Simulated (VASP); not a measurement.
# WSe2 (P6_3/mmc) in VASP: relaxation of cell and atoms with PBE

Aim: the relaxation of cell and atoms of WSe2 with PBE.

Program: VASP 6.6.1. These are calculated values, not measurements. Logs are shortened: lines on timing, memory, paths and dates and some standing lists are left out, and cuts for length are marked.

### 1 The cell of the first run

Symmetry: P6_3/mmc, No. 194, hexagonal system. Conventional cell: a = 3.321 Å, b = 3.321 Å, c = 15.043 Å, α = 90.00°, β = 90.00°, γ = 120.00°. Within 3.4 Å of W (site symmetry -6m2) lie 6 Se at 2.55 Å and 6 W at 3.32 Å. Within 3.4 Å of Se (site symmetry 3m) lie 3 W at 2.55 Å and 7 Se at 3.32 to 3.36 Å.

### 2 Relaxation of cell and atoms, PBE

INCAR

```
SYSTEM = WSe2
PREC = Accurate
ENCUT = 600
EDIFF = 1E-6
ISMEAR = 0
SIGMA = 0.02
LREAL = .False.
LASPH = .True.
NELM = 60
ALGO = Normal
ISIF = 3
LWAVE = .False.
LCHARG = .False.
GGA = PE
IBRION = 2
NSW = 100
EDIFFG = -0.01
LUSENCCL = .False.
```

KPOINTS

```
Automatic mesh
0
Gamma
  12 12 2
  0 0 0
```

POSCAR

```
WSe2
1.0
    3.3209904100      0.0000000000      0.0000000000
   -1.6604952050      2.8760620608      0.0000000000
    0.0000000000      0.0000000000     15.0429373666
W Se
2 4
Direct
    0.6666666667      0.3333333333      0.7500000000
    0.3333333333      0.6666666667      0.2500000000
    0.3333333333      0.6666666667      0.8615489689
    0.6666666667      0.3333333333      0.3615489689
    0.3333333333      0.6666666667      0.6384510311
    0.6666666667      0.3333333333      0.1384510311
```

Potentials or basis: VASP PAW PBE potentials, release 64 (W_sv, Se).

Run with:

```
> cat potpaw_PBE.64/W_sv/POTCAR potpaw_PBE.64/Se/POTCAR > POTCAR
> mpirun -np 1 vasp_std > vasp.out
```

OUTCAR:

```text
SYSTEM = WSe2
   PREC = Accurate
   ENCUT = 600
   EDIFF = 1E-6
   ISMEAR = 0
   LREAL = .False.
   LASPH = .True.
   NELM = 60
   ISIF = 3
   GGA = PE
   IBRION = 2
   NSW = 100
   EDIFFG = -0.01

 ion  position               nearest neighbor table
   1  0.667  0.333  0.750-   3 2.55   5 2.55   3 2.55   5 2.55   3 2.55   5 2.55
   2  0.333  0.667  0.250-   4 2.55   6 2.55   4 2.55   6 2.55   4 2.55   6 2.55
   3  0.333  0.667  0.862-   1 2.55   1 2.55   1 2.55
   4  0.667  0.333  0.362-   2 2.55   2 2.55   2 2.55
   5  0.333  0.667  0.638-   1 2.55   1 2.55   1 2.55
   6  0.667  0.333  0.138-   2 2.55   2 2.55   2 2.55

  LATTYP: Found a hexagonal cell.
 ALAT       =     3.3209904100
 C/A-ratio  =     4.5296539615

  Lattice vectors:

 A1 = (   3.3209904100,   0.0000000000,   0.0000000000)
 A2 = (  -1.6604952050,   2.8760620608,   0.0000000000)
 A3 = (   0.0000000000,   0.0000000000,  15.0429373666)

Analysis of symmetry for initial positions (statically):
=====================================================================
 Subroutine PRICEL returns:
 Original cell was already a primitive cell.

 Routine SETGRP: Setting up the symmetry group for a
 hexagonal supercell.

 Subroutine GETGRP returns: Found 24 space group operations
 (whereof 12 operations were pure point group operations)
 out of a pool of 24 trial point group operations.

The static configuration has the point symmetry D_3d.
 The point group associated with its full space group is D_6h.

Analysis of symmetry for dynamics (positions and initial velocities):
=====================================================================
 Subroutine PRICEL returns:
 Original cell was already a primitive cell.

 Routine SETGRP: Setting up the symmetry group for a
 hexagonal supercell.

 Subroutine GETGRP returns: Found 24 space group operations
 (whereof 12 operations were pure point group operations)
 out of a pool of 24 trial point group operations.

The dynamic configuration has the point symmetry D_3d.
 The point group associated with its full space group is D_6h.

 Subroutine INISYM returns: Found 24 space group operations
 (whereof 12 operations are pure point group operations),
 and found     1 'primitive' translations

----------------------------------------------------------------------------------------

                                     Primitive cell

  volume of cell :     143.6807

  direct lattice vectors                    reciprocal lattice vectors
     3.320990410  0.000000000  0.000000000     0.301114992  0.173848822 -0.000000000
    -1.660495205  2.876062061  0.000000000     0.000000000  0.347697643  0.000000000
     0.000000000  0.000000000 15.042937367     0.000000000 -0.000000000  0.066476379

  length of vectors
     3.320990410  3.320990410 15.042937367     0.347697643  0.347697643  0.066476379

  position of ions in fractional coordinates (direct lattice)
     0.666666667  0.333333333  0.750000000
     0.333333333  0.666666667  0.250000000
     0.333333333  0.666666667  0.861548969
     0.666666667  0.333333333  0.361548969
     0.333333333  0.666666667  0.638451031
     0.666666667  0.333333333  0.138451031

  ion indices of the primitive-cell ions
   primitive index   ion index
                 1           1
                 2           2
                 3           3
                 4           4
                 5           5
                 6           6

----------------------------------------------------------------------------------------

 KPOINTS: Automatic mesh

Automatic generation of k-mesh.
 Grid dimensions read from file:
 generate k-points for:   12   12    2

 Generating k-lattice:

  Cartesian coordinates                     Fractional coordinates (reciprocal lattice)
     0.025092916  0.014487402 -0.000000000     0.083333333  0.000000000  0.000000000
     0.000000000  0.028974804  0.000000000     0.000000000  0.083333333  0.000000000
     0.000000000 -0.000000000  0.033238189     0.000000000  0.000000000  0.500000000

  Length of vectors
     0.028974804  0.028974804  0.033238189

  Shift w.r.t. Gamma in fractional coordinates (k-lattice)
     0.000000000  0.000000000  0.000000000

 Subroutine IBZKPT returns following result:
 ===========================================

 Found     38 irreducible k-points:

 Following reciprocal coordinates:
            Coordinates               Weight
  0.000000  0.000000  0.000000      1.000000
  0.083333  0.000000  0.000000      6.000000
  0.166667  0.000000  0.000000      6.000000
  0.250000  0.000000  0.000000      6.000000
  0.333333  0.000000  0.000000      6.000000
  0.416667  0.000000  0.000000      6.000000
[... 16 lines left out ...]
  0.250000  0.000000  0.500000      6.000000
  0.333333  0.000000  0.500000      6.000000
 [... further k-points ...]
   k-points           NKPTS =     38   k-points in BZ     NKDIM =     38   number of bands    NBANDS=     31
   number of dos      NEDOS =    301   number of ions     NIONS =      6
   total plane-waves  NPLWV =  94080
   dimension x,y,z NGX =    28 NGY =   28 NGZ =  120
   dimension x,y,z NGXF=    56 NGYF=   56 NGZF=  240
   ions per type =               2   4
   NGX,Y,Z   is equivalent  to a cutoff of  14.02, 14.02, 13.26 a.u.
   NGXF,Y,Z  is equivalent  to a cutoff of  28.03, 28.03, 26.52 a.u.
 SYSTEM =  WSe2
   PREC   = accura    normal or accurate (medium, high low for compatibility)
   ISTART =      0    job   : 0-new  1-cont  2-samecut
   ICHARG =      2    charge: 1-file 2-atom 10-const
   ISPIN  =      1    spin polarized calculation?
   LNONCOLLINEAR =      F non collinear calculations
   LSORBIT =      F    spin-orbit coupling
   LASPH  =      T    aspherical Exc in radial PAW
   ENCUT  =  600.0 eV  44.10 Ry    6.64 a.u.   6.63  6.63 30.04*2*pi/ulx,y,z
   NELM   =     60;   NELMIN=  2; NELMDL= -5     # of ELM steps
   EDIFF  = 0.1E-05   stopping-criterion for ELM
   LREAL  =      F    real-space projection
   EDIFFG = -.1E-01   stopping-criterion for IOM
   NSW    =    100    number of steps for IOM
   IBRION =      2    ionic relax: 0-MD 1-quasi-New 2-CG
   NFREE  =      1    steps in history (QN), initial steepest desc. (CG)
   ISIF   =      3    stress and relaxation
   ISYM   =      2    0-nonsym 1-usesym 2-fastsym
   POTIM  = 0.5000    time-step for ionic-motion
   TEBEG  =    0.0;   TEEND  =   0.0 temperature during run
   PSTRESS=    0.0 pullay stress
   NELECT =      52.0000    total number of electrons
   NUPDOWN=      -1.0000    fix difference up-down
   EMIN   =  10.00;   EMAX   =-10.00  energy-range for DOS
   EFERMI =   0.00;   METHOD = LEGACY
   ISMEAR =     0;   SIGMA  =   0.02  broadening in eV -4-tet -1-fermi 0-gaus
   EFERMI_NEDOS =   21; number of points for ismear=-14 and -15
   IALGO  =     38    algorithm
   IMIX   =      4    mixing-type and parameters
     AMIX     =   0.40;   BMIX     =  1.00
     AMIX_MAG =   1.60;   BMIX_MAG =  1.00
  volume/ion in A,a.u.               =      23.95       161.60
  Fermi-wavevector in a.u.,A,eV,Ry     =   1.166657  2.204662 18.518727  1.361088
  Thomas-Fermi vector in A             =   2.303167
   LORBIT       =      0    0 simple, 1 ext, 2 COOP (PROOUT), +10 PAW based schemes
   GGA     = PE    functional components
   LHFCALC =     F    Hartree Fock is set to
   AEXX    =    0.0000 exact exchange contribution
   IVDW    =     0    specifies the selected vdW correction
   LEPSILON=     F    determine dielectric tensor
   LRPA    =     F    only Hartree local field effects (RPA)
 conjugate gradient relaxation of ions
 non-spin polarized calculation
 Gauss-broadening in eV      SIGMA  =   0.02
  energy-cutoff  :      600.00
  volume of cell :      143.68
 maximum number of plane-waves:      4872
 NGX is ok and might be reduce to    28
   NGX = 13   NGY = 13   NGZ = 61

--------------------------------------- Ionic step        1  -------------------------------------------

 number of electron      51.9999998 magnetization

 Free energy of the ion-electron system (eV)
  ---------------------------------------------------
  ext. energy  EPLUGINS =         0.00000000
  ---------------------------------------------------
  free energy    TOTEN  =       -43.25690763 eV

  energy without entropy =      -43.25690763  energy(sigma->0) =      -43.25690763

------------------------ aborting loop because EDIFF is reached ----------------------------------------

  FORCE on cell =-STRESS in cart. coord.  units (eV):
  Direction    XX          YY          ZZ          XY          YZ          ZX
  --------------------------------------------------------------------------------------
  -------------------------------------------------------------------------------------
  Total        0.2025518      0.2025518      0.3222821     -0.0000000      0.0000000     -0.0000000
  in kB        2.2586461      2.2586461      3.5937528     -0.0000000      0.0000000     -0.0000000
  external PRESSURE =       2.7036817 kB  Pullay stress =       0.0000000 kB
[... 65 lines left out ...]
  energy  without entropy=      -43.2558576819  energy(sigma->0) =      -43.25585768

--------------------------------------- Ionic step        3  -------------------------------------------

 number of electron      51.9999998 magnetization

 Free energy of the ion-electron system (eV)
  ---------------------------------------------------
  ext. energy  EPLUGINS =         0.00000000
  ---------------------------------------------------
  free energy    TOTEN  =       -43.25720314 eV

  energy without entropy =      -43.25720314  energy(sigma->0) =      -43.25720314

 E-fermi :   4.4759     XC(G=0):  -9.6084

 val. band max:        4.2732172354   @ k =   0.3333   0.3333   0.0000
 cond. band min:       5.7237986590   @ k =   0.1667   0.1667   0.0000
 fundamental gap:      1.4505814235
 Fermi energy:         4.4759222206

 k-point     1 :       0.0000    0.0000    0.0000
  band No.  band energies     occupation
      1     -69.8390      2.00000
      2     -69.8390      2.00000
      3     -34.0556      2.00000
      4     -34.0556      2.00000
      5     -33.9551      2.00000
      6     -33.9551      2.00000
[... 805 lines left out ...]
     30       6.4843      0.00000
     31       7.4706      0.00000

 [... further k-points ...]

------------------------ aborting loop because EDIFF is reached ----------------------------------------

  FORCE on cell =-STRESS in cart. coord.  units (eV):
  Direction    XX          YY          ZZ          XY          YZ          ZX
  --------------------------------------------------------------------------------------
  -------------------------------------------------------------------------------------
  Total        0.0074228      0.0074228      0.0200824      0.0000000      0.0000000      0.0000000
  in kB        0.0826183      0.0826183      0.2235229      0.0000000      0.0000000      0.0000000
  external PRESSURE =       0.1295865 kB  Pullay stress =       0.0000000 kB
[... 21 lines left out ...]
  FREE ENERGIE OF THE ION-ELECTRON SYSTEM (eV)
  ---------------------------------------------------
  free  energy   TOTEN  =       -43.2572031358 eV

  energy  without entropy=      -43.2572031358  energy(sigma->0) =      -43.25720314

 reached required accuracy - stopping structural energy minimisation
```

Wall time 4.4 min (1 × NVIDIA H100 80GB with 1 thread of Intel Xeon Platinum 8481C at 2.70GHz (Sapphire Rapids), shared host); peak memory 1.4 GiB.

Results:

- Free energy: -43.2572 eV
- Relaxed volume: 23.99 Å³/atom
- Relaxed cell: a = 3.323 Å, b = 3.323 Å, c = 15.055 Å, α = 90.00°, β = 90.00°, γ = 120.00°
- Space group after relaxing (to 0.1 Å): P6_3/mmc (No. 194)
- Energy gained by relaxing: 0.0 meV/atom
- Ionic steps: 3
- Pressure after relaxing: 0.0 GPa
- Band gap on the k mesh: 1.45 eV (least direct gap 1.52 eV)

The path:
```csv
step,energy change (eV),largest force (eV/Å),pressure (GPa),volume (Å³)
1,0.0000,0.0448,0.27,143.68
2,0.0010,0.0983,-0.55,144.52
3,-0.0003,0.0013,0.01,143.95
```

Final structure:
```
CELL_PARAMETERS angstrom
3.32271 0.00000 0.00000
-1.66135 2.87755 0.00000
0.00000 0.00000 15.05530
ATOMIC_POSITIONS crystal
W 0.66667 0.33333 0.75000
W 0.33333 0.66667 0.25000
Se 0.33333 0.66667 0.86159
Se 0.66667 0.33333 0.36159
Se 0.33333 0.66667 0.63841
Se 0.66667 0.33333 0.13841
```

Levels at points of the mesh, in eV from the valence-band top:
| k point | band 23 | band 24 | band 25 | band 26 | band 27 | band 28 | band 29 | band 30 |
| --- | --- | --- | --- | --- | --- | --- | --- | --- |
| (0.00, 0.00, 0.00) | -1.25 | -1.25 | -0.57 | -0.08 | 2.86 | 2.86 | 2.87 | 2.87 |
| (0.50, 0.00, 0.00) | -1.02 | -1.00 | -0.99 | -0.96 | 2.31 | 2.32 | 2.63 | 2.73 |
| (0.00, 0.00, 0.50) | -1.26 | -1.26 | -0.27 | -0.27 | 2.86 | 2.86 | 2.86 | 2.86 |
| (0.50, 0.00, 0.50) | -1.00 | -1.00 | -0.97 | -0.97 | 2.31 | 2.31 | 2.68 | 2.68 |

Caveat: spin-orbit coupling is left out, which moves the levels of the heavy elements; this functional lacks dispersion, which binds layers or chains, so the pressure and a relaxed spacing across them are unreliable.
